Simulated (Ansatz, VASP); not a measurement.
**One calculation of Pd, two programs**

```
CELL_PARAMETERS angstrom
0.00000 1.92028 1.92028
1.92028 0.00000 1.92028
1.92028 1.92028 0.00000
ATOMIC_POSITIONS crystal
Pd 0.00000 0.00000 0.00000
```

Alike in both runs: task single point; functional LDA; k mesh 2 × 2 × 2; occupations fermi-dirac, width 0.05 eV; collinear spin.

|  | VASP | Ansatz |
| --- | --- | --- |
| version | VASP 6.6.1 | Ansatz 0.2.0 |
| potentials or method | VASP PAW LDA potentials, release 64 (Pd), cutoff 520 eV | plane waves (420 eV) with PAW, scalar-relativistic |
| valence electrons in the cell | 10 | 18 |

```csv
,VASP,Ansatz,Ansatz less VASP
net moment per atom (μB),1.25,1.25,-0.001
size of the moment on the site where the two differ most (μB),1.16,0.97,-0.186
```

Ansatz warns that its potentials were made for another functional, while VASP's fit it. LDA's correlation is that of Perdew and Zunger in VASP and of Perdew and Wang (1992) in Ansatz. Site moments also hang on the region over which each program counts them. VASP's potentials hold 10 valence electrons a cell and Ansatz's 18, so a difference there can come from the potentials and not from the codes.

The k mesh is coarse, so the values compare programs but aren't converged.
